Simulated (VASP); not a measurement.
Here is a VASP 6.6.1 calculation.

Contents of POSCAR:

```
Lu
1.0
    3.5048186286      0.0000000000      0.0000000000
   -1.7524093143      3.0352619680      0.0000000000
    0.0000000000      0.0000000000      5.4696750779
Lu
2
Direct
    0.3333333333      0.6666666667      0.2500000000
    0.6666666667      0.3333333333      0.7500000000
```

File INCAR.step1:

```
SYSTEM = Lu
PREC = Accurate
ENCUT = 520
ISMEAR = 1
SIGMA = 0.2
LREAL = .FALSE.
LASPH = .TRUE.
NELM = 100
NBANDS = 32
GGA = PE
ALGO = Normal
EDIFF = 1E-4
LWAVE = .TRUE.
LCHARG = .FALSE.
```

The input INCAR.step2:

```
SYSTEM = Lu
PREC = Accurate
ENCUT = 520
EDIFF = 1E-6
ISMEAR = 1
SIGMA = 0.2
LREAL = .FALSE.
LASPH = .TRUE.
NELM = 100
ALGO = Normal
ISIF = 2
LWAVE = .FALSE.
LCHARG = .FALSE.
METAGGA = R2SCAN
LMIXTAU = .TRUE.
NBANDS = 32
ISTART = 1
```

KPOINTS

```
regular mesh
0
G
  10 10 6
  0 0 0
```

Potentials or basis: VASP PAW PBE potentials, release 64 (Lu).

The run is started by

```sh
$ cat potpaw_PBE.64/Lu/POTCAR > POTCAR
$ cp INCAR.step1 INCAR
$ mpirun -np 1 vasp_std > vasp.out
$ cp INCAR.step2 INCAR
$ mpirun -np 1 vasp_std > vasp.out
```

What does it give for the pressure?

0.1 GPa.

What does it give for the band gap on the k mesh?

Zero (bands 25 and 26 overlap by 2.00 eV).

Stress tensor (GPa, compression positive):
```
 0.21  0.00  0.00
 0.00  0.21  0.00
 0.00  0.00 -0.08
```

Caveat: the PAW data sets were made with another functional, which shifts forces and pressure a little; spin-orbit coupling is left out, which moves the levels of the heavy elements.
